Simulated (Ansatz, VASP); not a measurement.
One calculation of GeSb4Te7, two programs

```
Ge Sb Te
1.0
     4.31958    0.00000    0.00000
    -2.15979    3.74086    0.00000
     0.00000    0.00000   24.56135
Ge Sb Te
1 4 7
Direct
  0.00000 0.00000 0.50000
  0.66667 0.33333 0.91867
  0.33333 0.66667 0.34870
  0.33333 0.66667 0.08133
  0.66667 0.33333 0.65130
  0.33333 0.66667 0.84908
  0.66667 0.33333 0.15092
  0.00000 0.00000 0.72061
  0.66667 0.33333 0.43094
  0.33333 0.66667 0.56906
  0.00000 0.00000 0.00000
  0.00000 0.00000 0.27939
```

Alike in both runs: functional PBE; k mesh 9 × 9 × 2; occupations gaussian, width 0.02 eV; no spin polarisation.

Ansatz relaxed the structure, and its values are those at the end. VASP's run is a single point on that final structure, the one shown.

|  | VASP | Ansatz |
| --- | --- | --- |
| version | VASP 6.6.1 | Ansatz 0.2.0 |
| potentials or method | VASP PAW PBE potentials, release 64 (Ge_d, Sb, Te), cutoff 520 eV | scalar-relativistic, plane waves, PAW |
| valence electrons in the cell | 76 | 186 |

```csv
,VASP,Ansatz,Ansatz less VASP
gap on the k mesh at the Fermi level (eV),0.36,0.36,+0.008
least direct gap on the mesh (eV),0.36,0.36,+0.008
pressure (GPa),0.0,0.0,+0.01
rms of the force components (eV/Å),0.009,0.001,-0.0084
```

With one functional, cell and mesh, what is left measures potentials, basis and numerics. VASP's potentials hold 76 valence electrons a cell and Ansatz's 186, so a difference there can come from the potentials and not from the codes.

Neither program's run includes spin-orbit coupling.
